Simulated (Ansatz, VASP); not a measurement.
**One calculation of HfN, two programs**

```
Hf N
1.0
     3.21578    0.00000    0.00000
     0.00000    3.21578    0.00000
     0.00000    0.00000   24.09559
Hf N
5 5
Direct
  0.50000 0.50000 0.31126
  0.00000 0.00000 0.40563
  0.50000 0.50000 0.50000
  0.00000 0.00000 0.59437
  0.50000 0.50000 0.68874
  0.00000 0.00000 0.31126
  0.50000 0.50000 0.40563
  0.00000 0.00000 0.50000
  0.50000 0.50000 0.59437
  0.00000 0.00000 0.68874
```

Alike in both runs: task single point; functional PBE; k mesh 11 × 11 × 1; occupations gaussian, width 0.1 eV; no spin polarisation.

```csv
,VASP,Ansatz
version,VASP 6.6.1,Ansatz 0.2.0
potentials or method,"VASP PAW PBE potentials, release 64 (Hf_pv, N), cutoff 520 eV","scalar-relativistic, plane waves, PAW"
valence electrons in the cell,75,155
```

|  | VASP | Ansatz | Ansatz less VASP |
| --- | --- | --- | --- |
| gap on the k mesh at the Fermi level (eV) | none | none | - |
| rms of the force components (eV/Å) | 0.519 | 0.506 | -0.0123 |

A gap of «none» marks a metal or a gap that the smearing closes. With one functional, cell and mesh, what is left measures potentials, basis and numerics. VASP's potentials hold 75 valence electrons a cell and Ansatz's 155, so a difference there can come from the potentials and not from the codes. Ansatz's warnings: vacuum density over bound, xc potential rough in thin density.

Spin-orbit coupling is off throughout.
